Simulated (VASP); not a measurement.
Write the native input for VASP 6.6.1 that does the following.

| Item | Value |
| --- | --- |
| Task | single point |
| Functional | PBE |
| Potentials or basis | VASP PAW PBE potentials, release 64 (Zr_sv, Si) |
| Cutoff | 520 eV |
| k mesh | 6 × 6 × 6 |
| Occupations | gaussian, width 0.1 eV |
| Spin | no spin polarisation |
| Dipole correction | no |
| Further INCAR settings | ALGO = Normal; EDIFF = 1e-07; NBANDS = 30 |

The structure of ZrSi7 lies in POSCAR:

```
ZrSi7
1.0
    3.8417850025      2.2180556054      2.5360490282
   -3.8417850025      2.2180556054      2.5360490282
    0.0000000000     -4.4361112108      2.5360490282
Zr Si
1 7
Direct
    0.7151673442      0.7151673442      0.7151673442
    0.1976161976      0.8626152863      0.5240234848
    0.5240234848      0.1976161976      0.8626152863
    0.8626152863      0.5240234848      0.1976161976
    0.5240234848      0.8626152863      0.1976161976
    0.8626152863      0.1976161976      0.5240234848
    0.1976161976      0.5240234848      0.8626152863
    0.0791656086      0.0791656086      0.0791656086
```

These files were run (other wordings do the same):

INCAR

```
SYSTEM = ZrSi7
PREC = Accurate
ENCUT = 520
EDIFF = 1E-7
ISMEAR = 0
SIGMA = 0.1
LREAL = .False.
LASPH = .True.
NELM = 80
ALGO = Normal
ISIF = 2
LWAVE = .False.
LCHARG = .False.
GGA = PE
NBANDS = 30
```

KPOINTS

```
regular mesh
0
Gamma
  6 6 6
  0 0 0
```

Potentials or basis: VASP PAW PBE potentials, release 64 (Zr_sv, Si).

Launch:

```console
$ cat potpaw_PBE.64/Zr_sv/POTCAR potpaw_PBE.64/Si/POTCAR > POTCAR
$ mpirun -np 1 vasp_std > vasp.out
```

It gave:

```yaml
Pressure: 0.0 GPa
Largest_force: 0.007 eV/Å
Band_gap_on_the_k_mesh: zero (band 20 reaches 9.65 eV, above the bottom of band 21 at 8.19 eV)
```

Wall time 56 s on 1 thread of Intel(R) Xeon(R) 6975P-C (Granite Rapids), with other jobs on the host, peak memory 0.29 GiB.
